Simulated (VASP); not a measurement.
Write the native input for VASP 6.6.1 that does the following.

* Task: single point
* Functional: LDA
* Potentials or basis: VASP PAW LDA potentials, release 64 (Os_sv_GW)
* Cutoff: 560 eV
* k mesh: 9 × 9 × 5
* Occupations: fermi-dirac, width 0.05 eV
* Spin: no spin polarisation
* Dipole correction: no
* Further INCAR settings: ALGO = Normal; EDIFF = 1e-06; NBANDS = 23

The structure of Os lies in POSCAR:

```
Os
1.0
    2.7133018524      0.0000000000      0.0000000000
   -1.3566509262      2.3497883323      0.0000000000
    0.0000000000      0.0000000000      4.2933428030
Os
2
Direct
    0.3333333333      0.6666666667      0.2500000000
    0.6666666667      0.3333333333      0.7500000000
```

The input as run:

INCAR

```
SYSTEM = Os
PREC = Accurate
ENCUT = 560
EDIFF = 1E-6
ISMEAR = -1
SIGMA = 0.05
LREAL = .False.
LASPH = .True.
NELM = 120
ALGO = Normal
ISIF = 2
LWAVE = .False.
LCHARG = .False.
NBANDS = 23
GGA_COMPAT = .False.
```

KPOINTS

```
regular mesh
0
Gamma
  9 9 5
  0 0 0
```

Potentials or basis: VASP PAW LDA potentials, release 64 (Os_sv_GW).

Command:

```bash
$ cat potpaw_LDA.64/Os_sv_GW/POTCAR > POTCAR
$ mpirun -np 1 vasp_std > vasp.out
```

It gave:

```json
{"Pressure": "0.5 GPa", "Band gap on the k mesh": "zero (bands 16 and 17 overlap by 3.99 eV)"}
```

Caveat: spin-orbit coupling is left out, which moves the levels of the heavy elements.

Run time: 11 s on 1 thread of Intel(R) Xeon(R) Platinum 8488C (Sapphire Rapids), on a shared host, peak memory 0.16 GiB.
